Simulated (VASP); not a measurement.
AlAs: single point with PBE

Crystal: AlAs.

```
Al As
1.0
     0.00000    2.86416    2.86416
     2.86416    0.00000    2.86416
     2.86416    2.86416    0.00000
Al As
1 1
Cartesian
  0.0000 0.0000 0.0000
  1.4321 1.4321 1.4321
```

```
Program                : VASP 6.6.1
Task                   : single point
Functional             : PBE
Potentials or basis    : VASP PAW PBE potentials, release 64 (Al, As)
Cutoff                 : 500 eV
k mesh                 : 6 × 6 × 6
Occupations            : gaussian, width 0.01 eV
Spin                   : no spin polarisation
Dipole correction      : no
Further INCAR settings : ALGO = Normal; EDIFF = 1e-06; NBANDS = 11
```

| Quantity | Value |
| --- | --- |
| Pressure | 0.2 GPa |
| Band gap on the k mesh | 1.49 eV, indirect (least direct gap 1.78 eV) |

Levels at points of the mesh, in eV from the valence-band top:
| k point | band 2 | band 3 | band 4 | band 5 | band 6 | band 7 |
| --- | --- | --- | --- | --- | --- | --- |
| (0.00, 0.00, 0.00) | 0.00 | 0.00 | 0.00 | 1.78 | 4.22 | 4.22 |
| (0.50, 0.00, 0.00) | -5.42 | -0.80 | -0.80 | 2.01 | 4.65 | 4.65 |
| (0.50, 0.50, 0.00) | -5.31 | -2.10 | -2.10 | 1.49 | 2.29 | 10.06 |

Run time: 9.6 s on 1 thread of Intel(R) Xeon(R) Platinum 8488C (Sapphire Rapids) (shared host), peak memory 0.16 GiB.

A k mesh can miss the band edges.
